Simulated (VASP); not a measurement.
Input of a VASP 6.6.1 run:

The input INCAR:

```
PREC = Accurate
ENCUT = 520
EDIFF = 1E-7
ISMEAR = 0
SIGMA = 0.15
LREAL = F
LASPH = T
NELM = 100
ALGO = Normal
ISIF = 2
LWAVE = F
LCHARG = F
GGA = PS
NBANDS = 15
```

The input KPOINTS:

```
regular mesh
0
Gamma
  18 18 18
```

Contents of POSCAR:

```
TiC
1.0
   -0.0811500000      2.1640000000      2.1640000000
    2.1640000000     -0.0811500000      2.1640000000
    2.0828500000      2.0828500000      0.0000000000
Ti C
1 1
Direct
    0.0000000000      0.0000000000      0.0000000000
    0.5000000000      0.5000000000      0.5000000000
```

Potentials or basis: VASP PAW PBE potentials, release 64 (Ti_sv, C).

Run with:

```bash
$ cat potpaw_PBE.64/Ti_sv/POTCAR potpaw_PBE.64/C/POTCAR > POTCAR
$ mpirun -np 1 vasp_std > vasp.out
```

(1) Estimate the pressure.

(2) Estimate the band gap on the k mesh.

Results:

(1) -5.5 GPa.

(2) zero (bands 8 and 9 overlap by 1.37 eV).

Caveat: the cell differs from its parent crystal (strain -0.0750 x Voigt [0, 0, 0, 0, 0, 1]); the cell stands under tension; the PAW data sets were made with another functional, which shifts forces and pressure a little.
